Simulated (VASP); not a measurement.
The system is NiO.

```
Ni O
1.0
     0.00000    2.24095    2.24095
     2.24095    0.00000    2.24095
     2.24095    2.24095    0.00000
Ni O
1 1
Cartesian
  0.0000 0.0000 0.0000
  1.1205 1.1205 1.1205
```

Base run:

```yaml
Program: VASP 6.6.1
Functional: PBE
Potentials_or_basis: VASP PAW PBE potentials, release 64 (Ni, O)
Cutoff: 520 eV
k_mesh: 12 × 12 × 12
Occupations: gaussian, width 0.05 eV
Spin: collinear spin, ferromagnetic start
Starting_moments: "[2.0, 0.0] μB"
```

Its results: pressure 0.2 GPa; net moment 1.91 μB per cell; site moments Ni +1.49; O +0.36 μB.

**Question.** After a change of settings the same cell gave: pressure -4.7 GPa; net moment 2.00 μB per cell; site moments Ni +1.60; O +0.36 μB. Which change was it?
A. hubbard terms from none to Ni d U = 3.0 eV
B. functional from PBE to r2SCAN
C. moments at the start from [2.0, 0.0] to [1.62, 0.0]

**Answer.** B.

Caveats: a cell with one magnetic atom can't hold antiferromagnetic order, which such compounds often take; the PAW data sets were made with another functional, which shifts forces and pressure a little (some runs).
